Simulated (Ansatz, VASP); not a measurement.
## BN in VASP and in Ansatz

Contents of INCAR:

```
SYSTEM = BN
PREC = Accurate
ENCUT = 520
EDIFF = 1E-6
ISMEAR = 0
SIGMA = 0.05
LREAL = .False.
LASPH = .True.
NELM = 100
ALGO = Normal
ISIF = 2
LWAVE = .False.
LCHARG = .False.
GGA = PS
NBANDS = 16
```

The input KPOINTS:

```
Automatic mesh
0
Gamma
  12 12 4
  0 0 0
```

POSCAR

```
BN
1.0
    2.5648976293      0.0000000000      0.0000000000
   -1.2824488147      2.2212665050      0.0000000000
    0.0000000000      0.0000000000      6.7028469745
B N
2 2
Direct
    0.3333333333      0.6666666667      0.2500000000
    0.6666666667      0.3333333333      0.7500000000
    0.3333333333      0.6666666667      0.7500000000
    0.6666666667      0.3333333333      0.2500000000
```

Input for Ansatz:

```yaml
crystal:
  lattice:
    - [2.5648976293, 0.0, 0.0]
    - [-1.2824488147, 2.221266505, 0.0]
    - [0.0, 0.0, 6.7028469745]
  atoms:
    - { symbol: B, position: [0.3333333333, 0.6666666667, 0.25] }
    - { symbol: B, position: [0.6666666667, 0.3333333333, 0.75] }
    - { symbol: "N", position: [0.3333333333, 0.6666666667, 0.75] }
    - { symbol: "N", position: [0.6666666667, 0.3333333333, 0.25] }
basis:
  ecutwfc: 520.0
kpoints:
  mp_grid: { grid: [12, 12, 4] }
hamiltonian:
  xc: pbesol
  pseudopotentials: { kind: paw, azcp: { folder: soft_1 } }
scf:
  occupations: { method: gaussian, width: 0.05 }
output:
  forces: true
  stress: true
  eigenvalues: true
```

Alike in both runs: task single point; functional PBEsol; k mesh 12 × 12 × 4; occupations gaussian, width 0.05 eV; no spin polarisation.

```csv
,VASP,Ansatz
version,VASP 6.6.1,Ansatz 0.2.0
potentials or method,"VASP PAW PBE potentials, release 64 (B, N), cutoff 520 eV","scalar-relativistic, plane waves, PAW"
valence electrons in the cell,16,16
```

```tsv
	VASP	Ansatz	Ansatz less VASP
gap on the k mesh at the Fermi level (eV)	4.06	4.07	+0.006
least direct gap on the mesh (eV)	4.40	4.41	+0.003
pressure (GPa)	-14.9	-15.3	-0.39
traceless stress, the component that is largest in VASP (GPa)	15.33	15.85	+0.519
```

VASP's potentials were made for PBE, not for PBEsol, and Ansatz warns of the same on its side.
